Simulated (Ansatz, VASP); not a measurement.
**CdTe4: VASP beside Ansatz**

File INCAR:

```
ALGO = Normal
EDIFF = 1E-6
ENCUT = 520
GGA = PE
ISIF = 2
ISMEAR = 0
LASPH = T
LCHARG = F
LREAL = F
LWAVE = F
NBANDS = 26
NELM = 60
PREC = Accurate
SIGMA = 0.1
```

Contents of KPOINTS:

```
k-points
0
Gamma
  4 4 4
```

Contents of POSCAR:

```
CdTe4
1.0
    5.5984600100      0.0000000000      0.0000000000
    0.0000000000      5.5984600100      0.0000000000
    0.0000000000      0.0000000000      5.5984600100
Cd Te
1 4
Direct
    0.0000000000      0.0000000000      0.0000000000
    0.0000000000      0.5000000000      0.5000000000
    0.5000000000      0.0000000000      0.5000000000
    0.5000000000      0.5000000000      0.0000000000
    0.5000000000      0.5000000000      0.5000000000
```

Input for Ansatz:

```yaml
crystal:
  lattice:
    - [5.59846001, 0.0, 0.0]
    - [0.0, 5.59846001, 0.0]
    - [0.0, 0.0, 5.59846001]
  atoms:
    - { symbol: Cd, position: [0.0, 0.0, 0.0] }
    - { symbol: Te, position: [0.0, 0.5, 0.5] }
    - { symbol: Te, position: [0.5, 0.0, 0.5] }
    - { symbol: Te, position: [0.5, 0.5, 0.0] }
    - { symbol: Te, position: [0.5, 0.5, 0.5] }
basis:
  ecutwfc: 420
kpoints:
  mp_grid: { grid: [4, 4, 4] }
hamiltonian:
  xc: pbe
scf:
  occupations: { method: gaussian, width: 0.1 }
  lower_state_search: "off"
output:
  forces: true
  stress: true
  eigenvalues: true
```

Alike in both runs: task single point; functional PBE; k mesh 4 × 4 × 4; occupations gaussian, width 0.1 eV; no spin polarisation.

|  | VASP | Ansatz |
| --- | --- | --- |
| version | VASP 6.6.1 | Ansatz 0.2.0 |
| potentials or method | VASP PAW PBE potentials, release 64 (Cd, Te), cutoff 520 eV | scalar-relativistic, plane waves, PAW |
| valence electrons in the cell | 36 | 84 |

|  | VASP | Ansatz | Ansatz less VASP |
| --- | --- | --- | --- |
| gap on the k mesh at the Fermi level (eV) | none | none | - |
| pressure (GPa) | 4.5 | 4.5 | -0.02 |

A gap of «none» marks a metal or a gap that the smearing closes. VASP's potentials hold 36 valence electrons a cell and Ansatz's 84, so a difference there can come from the potentials and not from the codes.

Neither program's run includes spin-orbit coupling.
